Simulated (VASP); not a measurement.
# NbAg3Te3 (Cm) in VASP: single point with PBE

Aim: the single point of NbAg3Te3 with PBE.

Program: VASP 6.6.1. These are calculated values, not measurements. Logs are shortened: lines on timing, memory, paths and dates and some standing lists are left out, and cuts for length are marked.

## 1. The cell of the first run

Symmetry: Cm, No. 8, monoclinic system. Conventional cell: a = 7.362 Å, b = 6.890 Å, c = 7.130 Å, α = 90.00°, β = 95.25°, γ = 90.00°. Nb (site symmetry m) has 4 Te at 2.76 to 2.79 Å and 5 Ag at 2.92 to 3.16 Å within 3.6 Å. Ag (site symmetry 1) has 3 Ag at 2.80 to 2.86 Å and 3 Te at 2.92 to 3.02 Å and 2 Nb at 2.99 to 3.16 Å within 3.7 Å. Ag (site symmetry m) has 4 Ag at 2.80 to 2.83 Å and 1 Nb at 2.92 Å and 5 Te at 3.05 to 3.63 Å within 3.7 Å. Within 3.6 Å of Te (site symmetry 1) lie 2 Nb at 2.76 to 2.79 Å and 1 Ag at 2.93 Å and 2 Te at 3.37 to 3.52 Å. Within 3.8 Å of Te (site symmetry m) lie 7 Ag at 2.92 to 3.52 Å and 4 Te at 3.65 to 3.73 Å.

## 2. Single point, PBE

File INCAR:

```
SYSTEM = NbAg3Te3
ALGO     = Normal         ! electronic algorithm
EDIFF    = 1E-7           ! SCF threshold, eV
ENCUT    = 520            ! plane-wave cutoff, eV
GGA      = PE             ! functional
ISIF     = 2              ! what is computed and relaxed
ISMEAR   = 0              ! smearing method
LASPH    = .TRUE.         ! aspherical terms in the spheres
LCHARG   = .TRUE.         ! write CHGCAR
LELF     = .TRUE.         ! ELF
LREAL    = .FALSE.        ! projectors in reciprocal space
LVHAR    = .TRUE.       
LWAVE    = .FALSE.        ! write WAVECAR
NBANDS   = 41             ! bands
NELM     = 100            ! most SCF steps
PREC     = Accurate       ! precision mode
SIGMA    = 0.1            ! smearing width, eV
```

File KPOINTS:

```
k-points
0
G
  4 4 4
  0 0 0
```

File POSCAR:

```
NbAg3Te3
1.0
    3.6808669287     -3.4450535817      0.0000000000
    3.6808669287      3.4450535817      0.0000000000
   -0.6518197223      0.0000000000      7.1000876119
Nb Ag Te
1 3 3
Direct
    0.7621122691      0.7621122691      0.3727482497
    0.3082588096      0.7238364799      0.6171574455
    0.7238364799      0.3082588096      0.6171574455
    0.8210676798      0.8210676798      0.7827192236
    0.2496557911      0.7605004213      0.2085928730
    0.7605004213      0.2496557911      0.2085928730
    0.2365204891      0.2365204891      0.8291484196
```

Potentials or basis: VASP PAW PBE potentials, release 64 (Nb_sv, Ag, Te).

The run is started by

```sh
$ cat potpaw_PBE.64/Nb_sv/POTCAR potpaw_PBE.64/Ag/POTCAR potpaw_PBE.64/Te/POTCAR > POTCAR
$ mpirun -np 1 vasp_std > vasp.out
```

OUTCAR:

```text
SYSTEM = NbAg3Te3
   EDIFF = 1E-7
   ENCUT = 520
   GGA = PE
   ISIF = 2
   ISMEAR = 0
   LASPH = .TRUE.
   LREAL = .FALSE.
   NELM = 100
   PREC = Accurate

 ion  position               nearest neighbor table
   1  0.762  0.762  0.373-   6 2.76   5 2.76   5 2.79   6 2.79   4 2.92   3 2.99   2 2.99   3 3.16
                             2 3.16
   2  0.308  0.724  0.617-   4 2.80   4 2.83   3 2.86   7 2.92   5 2.93   1 2.99   7 3.02   1 3.16

   3  0.724  0.308  0.617-   4 2.80   4 2.83   2 2.86   7 2.92   6 2.93   1 2.99   7 3.02   1 3.16

   4  0.821  0.821  0.783-   2 2.80   3 2.80   3 2.83   2 2.83   1 2.92   7 3.05   7 3.52   7 3.52
                             6 3.63   5 3.63
   5  0.250  0.761  0.209-   1 2.76   1 2.79   2 2.93   6 3.37   6 3.52   4 3.63   7 3.65   6 3.68
                             6 3.68
   6  0.761  0.250  0.209-   1 2.76   1 2.79   3 2.93   5 3.37   5 3.52   4 3.63   7 3.65   5 3.68
                             5 3.68
   7  0.237  0.237  0.829-   2 2.92   3 2.92   2 3.02   3 3.02   4 3.05   4 3.52   4 3.52   5 3.65
                             6 3.65

  LATTYP: Found a base centered monoclinic cell.
 ALAT       =     7.3617338574
 B/A-ratio  =     0.9359353784
 C/A-ratio  =     0.9685143408
 COS(beta)  =    -0.0914200235

  Lattice vectors:

 A1 = (   3.6808669287,  -3.4450535817,   0.0000000000)
 A2 = (   3.6808669287,   3.4450535817,   0.0000000000)
 A3 = (  -0.6518197223,   0.0000000000,   7.1000876119)

Analysis of symmetry for initial positions (statically):
=====================================================================
 Subroutine PRICEL returns:
 Original cell was already a primitive cell.

 Routine SETGRP: Setting up the symmetry group for a
 base centered monoclinic supercell.

 Subroutine GETGRP returns: Found  2 space group operations
 (whereof  2 operations were pure point group operations)
 out of a pool of  4 trial point group operations.

The static configuration has the point symmetry C_1h.

Analysis of symmetry for dynamics (positions and initial velocities):
=====================================================================
 Subroutine PRICEL returns:
 Original cell was already a primitive cell.

 Routine SETGRP: Setting up the symmetry group for a
 base centered monoclinic supercell.

 Subroutine GETGRP returns: Found  2 space group operations
 (whereof  2 operations were pure point group operations)
 out of a pool of  4 trial point group operations.

The dynamic configuration has the point symmetry C_1h.

 Subroutine INISYM returns: Found  2 space group operations
 (whereof  2 operations are pure point group operations),
 and found     1 'primitive' translations

----------------------------------------------------------------------------------------

                                     Primitive cell

  volume of cell :     180.0694

  direct lattice vectors                    reciprocal lattice vectors
     3.680866929 -3.445053582  0.000000000     0.135837565 -0.145135624  0.012470495
     3.680866929  3.445053582  0.000000000     0.135837565  0.145135624  0.012470495
    -0.651819722  0.000000000  7.100087612     0.000000000  0.000000000  0.140843332

  length of vectors
     5.041544954  5.041544954  7.129944814     0.199177575  0.199177575  0.140843332

  position of ions in fractional coordinates (direct lattice)
     0.762112269  0.762112269  0.372748250
     0.308258810  0.723836480  0.617157445
     0.723836480  0.308258810  0.617157445
     0.821067680  0.821067680  0.782719224
     0.249655791  0.760500421  0.208592873
     0.760500421  0.249655791  0.208592873
     0.236520489  0.236520489  0.829148420

  ion indices of the primitive-cell ions
   primitive index   ion index
                 1           1
                 2           2
                 3           3
                 4           4
                 5           5
                 6           6
                 7           7

----------------------------------------------------------------------------------------

 KPOINTS: k-points

Automatic generation of k-mesh.
 Grid dimensions read from file:
 generate k-points for:    4    4    4

 Generating k-lattice:

  Cartesian coordinates                     Fractional coordinates (reciprocal lattice)
     0.033959391 -0.036283906  0.003117624     0.250000000 -0.000000000  0.000000000
     0.033959391  0.036283906  0.003117624    -0.000000000  0.250000000  0.000000000
     0.000000000  0.000000000  0.035210833     0.000000000  0.000000000  0.250000000

  Length of vectors
     0.049794394  0.049794394  0.035210833

  Shift w.r.t. Gamma in fractional coordinates (k-lattice)
     0.000000000  0.000000000  0.000000000

 Subroutine IBZKPT returns following result:
 ===========================================

 Found     24 irreducible k-points:

 Following reciprocal coordinates:
            Coordinates               Weight
  0.000000  0.000000  0.000000      1.000000
  0.250000  0.000000  0.000000      4.000000
  0.500000  0.000000  0.000000      2.000000
  0.250000  0.250000  0.000000      2.000000
  0.500000  0.250000  0.000000      4.000000
 -0.250000  0.250000  0.000000      2.000000
[... 16 lines left out ...]
 -0.250000  0.250000  0.500000      2.000000
  0.500000  0.500000  0.500000      1.000000
   k-points           NKPTS =     24   k-points in BZ     NKDIM =     24   number of bands    NBANDS=     41
   number of dos      NEDOS =    301   number of ions     NIONS =      7
   total plane-waves  NPLWV =  86400
   dimension x,y,z NGX =    40 NGY =   40 NGZ =   54
   dimension x,y,z NGXF=    80 NGYF=   80 NGZF=  108
   ions per type =               1   3   3
   NGX,Y,Z   is equivalent  to a cutoff of  13.19, 13.19, 12.59 a.u.
   NGXF,Y,Z  is equivalent  to a cutoff of  26.38, 26.38, 25.18 a.u.
 SYSTEM =  NbAg3Te3
   PREC   = accura    normal or accurate (medium, high low for compatibility)
   ISTART =      0    job   : 0-new  1-cont  2-samecut
   ICHARG =      2    charge: 1-file 2-atom 10-const
   ISPIN  =      1    spin polarized calculation?
   LNONCOLLINEAR =      F non collinear calculations
   LSORBIT =      F    spin-orbit coupling
   LASPH  =      T    aspherical Exc in radial PAW
   ENCUT  =  520.0 eV  38.22 Ry    6.18 a.u.   9.37  9.37 13.26*2*pi/ulx,y,z
   NELM   =    100;   NELMIN=  2; NELMDL= -5     # of ELM steps
   EDIFF  = 0.1E-06   stopping-criterion for ELM
   LREAL  =      F    real-space projection
   EDIFFG = 0.1E-05   stopping-criterion for IOM
   NSW    =      0    number of steps for IOM
   IBRION =     -1    ionic relax: 0-MD 1-quasi-New 2-CG
   NFREE  =      0    steps in history (QN), initial steepest desc. (CG)
   ISIF   =      2    stress and relaxation
   ISYM   =      2    0-nonsym 1-usesym 2-fastsym
   POTIM  = 0.5000    time-step for ionic-motion
   TEBEG  =    0.0;   TEEND  =   0.0 temperature during run
   PSTRESS=    0.0 pullay stress
   NELECT =      64.0000    total number of electrons
   NUPDOWN=      -1.0000    fix difference up-down
   EMIN   =  10.00;   EMAX   =-10.00  energy-range for DOS
   EFERMI =   0.00;   METHOD = LEGACY
   ISMEAR =     0;   SIGMA  =   0.10  broadening in eV -4-tet -1-fermi 0-gaus
   EFERMI_NEDOS =   21; number of points for ismear=-14 and -15
   IALGO  =     38    algorithm
   IMIX   =      4    mixing-type and parameters
     AMIX     =   0.40;   BMIX     =  1.00
     AMIX_MAG =   1.60;   BMIX_MAG =  1.00
  volume/ion in A,a.u.               =      25.72       173.60
  Fermi-wavevector in a.u.,A,eV,Ry     =   1.159636  2.191394 18.296500  1.344755
  Thomas-Fermi vector in A             =   2.296226
   LORBIT       =      0    0 simple, 1 ext, 2 COOP (PROOUT), +10 PAW based schemes
   GGA     = PE    functional components
   LHFCALC =     F    Hartree Fock is set to
   AEXX    =    0.0000 exact exchange contribution
   IVDW    =     0    specifies the selected vdW correction
   LEPSILON=     F    determine dielectric tensor
   LRPA    =     F    only Hartree local field effects (RPA)
 non-spin polarized calculation
 Gauss-broadening in eV      SIGMA  =   0.10
  energy-cutoff  :      520.00
  volume of cell :      180.07
 maximum number of plane-waves:      4876
 NGX is ok and might be reduce to    40
   NGX = 19   NGY = 19   NGZ = 27

 number of electron      64.0000000 magnetization

 Free energy of the ion-electron system (eV)
  ---------------------------------------------------
  ext. energy  EPLUGINS =         0.00000000
  ---------------------------------------------------
  free energy    TOTEN  =       -26.72670186 eV

  energy without entropy =      -26.69191309  energy(sigma->0) =      -26.70930747

 E-fermi :   6.8735     XC(G=0): -10.1297

 val. band max:        6.8421199424   @ k =   0.2500   0.0000   0.0000
 cond. band min:       6.8826108843   @ k =  -0.2500   0.0000   0.2500
 fundamental gap:      0.0404909419
 Fermi energy:         6.8735236618

 k-point     1 :       0.0000    0.0000    0.0000
  band No.  band energies     occupation
      1     -48.7618      2.00000
      2     -24.8892      2.00000
      3     -24.8704      2.00000
      4     -24.7542      2.00000
      5      -5.6629      2.00000
      6      -4.2653      2.00000
[... 33 lines left out ...]
     40      10.7084      0.00000
     41      10.8984      0.00000

 k-point     2 :       0.2500    0.0000    0.0000
  band No.  band energies     occupation
      1     -48.7617      2.00000
      2     -24.8906      2.00000
      3     -24.8717      2.00000
      4     -24.7542      2.00000
      5      -5.4118      2.00000
      6      -4.2551      2.00000
[... 33 lines left out ...]
     40      10.9659      0.00000
     41      11.2927      0.00000

 k-point     3 :       0.5000    0.0000    0.0000
  band No.  band energies     occupation
      1     -48.7617      2.00000
      2     -24.8922      2.00000
      3     -24.8728      2.00000
      4     -24.7542      2.00000
      5      -4.8475      2.00000
      6      -4.7080      2.00000
[... 875 lines left out ...]
      2     -24.8918      2.00000
      3     -24.8733      2.00000
      4     -24.7543      2.00000
      5      -5.0456      2.00000
      6      -4.3017      2.00000
[... 33 lines left out ...]
     40      10.7006      0.00000
     41      11.4741      0.00000

 k-point    24 :       0.5000    0.5000    0.5000
  band No.  band energies     occupation
      1     -48.7617      2.00000
      2     -24.8943      2.00000
      3     -24.8762      2.00000
      4     -24.7543      2.00000
      5      -4.6354      2.00000
      6      -4.2662      2.00000
[... 33 lines left out ...]
     40      10.7763      0.00000
     41      11.2414      0.00000

------------------------ aborting loop because EDIFF is reached ----------------------------------------

  FORCE on cell =-STRESS in cart. coord.  units (eV):
  Direction    XX          YY          ZZ          XY          YZ          ZX
  --------------------------------------------------------------------------------------
  -------------------------------------------------------------------------------------
  Total       -0.0068284      0.5670538     -0.7785637      0.0000000      0.0000000     -0.1753682
  in kB       -0.0607561      5.0453932     -6.9273154      0.0000000      0.0000000     -1.5603485
  external PRESSURE =      -0.6475594 kB  Pullay stress =       0.0000000 kB

 VOLUME and BASIS-vectors are now :
 -----------------------------------------------------------------------------
  energy-cutoff  :      520.00
  volume of cell :      180.07
      direct lattice vectors                 reciprocal lattice vectors
     3.680866929 -3.445053582  0.000000000     0.135837565 -0.145135624  0.012470495
     3.680866929  3.445053582  0.000000000     0.135837565  0.145135624  0.012470495
    -0.651819722  0.000000000  7.100087612     0.000000000  0.000000000  0.140843332

 POSITION                                       TOTAL-FORCE (eV/Angst)
 -----------------------------------------------------------------------------------
      5.36750      0.00000      2.64655         0.053175      0.000000     -0.030208
      3.39673      1.43169      4.38187         0.002508     -0.054043      0.020309
      3.39673     -1.43169      4.38187         0.002508      0.054043      0.020309
      5.53429      0.00000      5.55738         0.021441      0.000000      0.038136
      3.58229      1.75989      1.48103        -0.044661     -0.004908     -0.013980
      3.58229     -1.75989      1.48103        -0.044661      0.004908     -0.013980
      1.20075      0.00000      5.88703         0.009690      0.000000     -0.020586
 -----------------------------------------------------------------------------------
    total drift:                                0.000968     -0.000000     -0.000236

  FREE ENERGIE OF THE ION-ELECTRON SYSTEM (eV)
  ---------------------------------------------------
  free  energy   TOTEN  =       -26.7267018568 eV

  energy  without entropy=      -26.6919130886  energy(sigma->0) =      -26.70930747
```

It took 3.7 min on 1 thread of AMD EPYC 7R43 (Zen 3), shared host; peak memory 0.34 GiB.

Results:

```yaml
Free_energy: -26.7267 eV
Pressure: -0.1 GPa
Largest_force: 0.061 eV/Å
Band_gap_on_the_k_mesh: zero (band 32 reaches 7.01 eV, above the bottom of band 33 at 6.52 eV)
```

Forces on the atoms (eV/Å):
```
Nb   0.053  0.000 -0.030
Ag   0.003 -0.054  0.020
Ag   0.003  0.054  0.020
Ag   0.021  0.000  0.038
Te  -0.045 -0.005 -0.014
Te  -0.045  0.005 -0.014
Te   0.010  0.000 -0.021
```

Stress tensor (GPa, compression positive):
```
-0.01  0.00 -0.16
 0.00  0.50  0.00
-0.16  0.00 -0.69
```

Caveat: spin-orbit coupling is left out, which moves the levels of the heavy elements.
